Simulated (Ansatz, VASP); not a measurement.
Two plane-wave programs on CdI2

File POSCAR:

```
CdI2
1.0
    4.2470087284      0.0000000000      0.0000000000
   -2.1235043642      3.6780174489      0.0000000000
    0.0000000000      0.0000000000      6.8950251473
Cd I
1 2
Direct
    0.0000000000      0.0000000000      0.0000000000
    0.3333333333      0.6666666667      0.2493934756
    0.6666666667      0.3333333333      0.7506065244
```

File INCAR.step1:

```
ALGO = Normal ; EDIFF = 1E-5
ENCUT = 550 ; GGA = PE
GGA_COMPAT = False ; ISMEAR = 0
LASPH = True ; LCHARG = False
LREAL = False ; LWAVE = True
NBANDS = 20 ; NELM = 120
PREC = Accurate ; SIGMA = 0.01
```

The input INCAR.step2:

```
ALGO = Normal ; EDIFF = 1E-6
ENCUT = 550 ; GGA_COMPAT = False
ISIF = 2 ; ISMEAR = 0
ISTART = 1 ; LASPH = True
LCHARG = False ; LMIXTAU = True
LREAL = False ; LWAVE = False
METAGGA = R2SCAN ; NBANDS = 20
NELM = 120 ; PREC = Accurate
SIGMA = 0.01
```

File KPOINTS:

```
k-points
0
Gamma
  6 6 2
```

Input for Ansatz:

```yaml
crystal:
  lattice:
    - [4.2470087284, 0.0, 0.0]
    - [-2.1235043642, 3.6780174489, 0.0]
    - [0.0, 0.0, 6.8950251473]
  atoms:
    - { symbol: Cd, position: [0.0, 0.0, 0.0] }
    - { symbol: I, position: [0.3333333333, 0.6666666667, 0.2493934756] }
    - { symbol: I, position: [0.6666666667, 0.3333333333, 0.7506065244] }
kpoints:
  mp_grid: { grid: [6, 6, 2] }
hamiltonian:
  xc: r2scan
scf:
  occupations: { method: fixed }
output:
  optics:
    e_range: [0, 10]
    de: 0.2
    sigma: 0.05
    scissors: 1.0
    scheme: fermi_dirac
    bands: auto
```

Alike in both runs: task single point; functional r2SCAN; k mesh 6 × 6 × 2; no spin polarisation.

|  | VASP | Ansatz |
| --- | --- | --- |
| version | VASP 6.6.1 | Ansatz 0.2.0 |
| potentials or method | VASP PAW PBE potentials, release 64 (Cd, I) | plane waves, PAW |
| plane-wave cutoff (eV) | 550 | 500 |
| occupations | gaussian, width 0.01 eV | fixed |
| valence electrons in the cell | 26 | 54 |

VASP gave:

```
gap on the k mesh at the Fermi level (eV) : 2.82
```

Estimate Ansatz's values.

gap on the k mesh at the Fermi level (eV): 2.83.

VASP's potentials were made for PBE, not for r2SCAN. VASP's potentials hold 26 valence electrons a cell and Ansatz's 54, so a difference there can come from the potentials and not from the codes.

The k mesh is coarse, so the values compare programs but aren't converged. Neither program's run includes spin-orbit coupling.
